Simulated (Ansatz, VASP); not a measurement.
One calculation of GaN, two programs

INCAR

```
SYSTEM = GaN
PREC = Accurate
ENCUT = 600
EDIFF = 1E-7
ISMEAR = 0
SIGMA = 0.1
LREAL = .FALSE.
LASPH = .TRUE.
NELM = 80
ALGO = Normal
ISIF = 3
LWAVE = .FALSE.
LCHARG = .FALSE.
GGA = PE
IBRION = 2
NSW = 90
EDIFFG = -0.04
```

KPOINTS

```
regular mesh
0
G
  4 4 6
  0 0 0
```

File POSCAR:

```
GaN
1.0
    4.0645721500      0.0000000000      0.0000000000
    0.0000000000      4.0645721500      0.0000000000
    0.0000000000      0.0000000000      3.3525325100
Ga N
2 2
Direct
    0.0000000000      0.0000000000      0.5000000000
    0.5000000000      0.5000000000      0.5000000000
    0.5000000000      0.0000000000      0.6535902300
    0.0000000000      0.5000000000      0.3464097700
```

Input for Ansatz:

```yaml
crystal:
  lattice:
    - [4.06457215, 0.0, 0.0]
    - [0.0, 4.06457215, 0.0]
    - [0.0, 0.0, 3.35253251]
  atoms:
    - { symbol: Ga, position: [0.0, 0.0, 0.5] }
    - { symbol: Ga, position: [0.5, 0.5, 0.5] }
    - { symbol: "N", position: [0.5, 0.0, 0.65359023] }
    - { symbol: "N", position: [0.0, 0.5, 0.34640977] }
basis:
  ecutwfc: 420
kpoints:
  mp_grid: { grid: [4, 4, 6] }
hamiltonian:
  xc: pbe
scf:
  occupations: { method: gaussian, width: 0.1 }
  lower_state_search: "off"
output:
  forces: true
  stress: true
  eigenvalues: true
relax:
  adjacent_minimum: "off"
  f_tol: 0.04
  max_steps: 70
  cell: { stress_tol: 0.4 }
```

Alike in both runs: task relaxation of cell and atoms; functional PBE; k mesh 4 × 4 × 6; occupations gaussian, width 0.1 eV; no spin polarisation.

```csv
,VASP,Ansatz
version,VASP 6.6.1,Ansatz 0.2.0
potentials or method,"VASP PAW PBE potentials, release 64 (Ga_d, N), cutoff 600 eV","scalar-relativistic, plane waves, PAW"
valence electrons in the cell,36,36
```

Ansatz gave:

- gap on the k mesh at the Fermi level, each at its own relaxed structure (eV): 0.82
- relaxed volume (Å³/atom): 13.37
- relaxed cell length with the largest relative difference (Å): 3.786

**Question.** What did VASP give for the same quantities?

**Answer.** gap on the k mesh at the Fermi level, each at its own relaxed structure (eV): 0.77; relaxed volume (Å³/atom): 13.32; relaxed cell length with the largest relative difference (Å): 3.771.
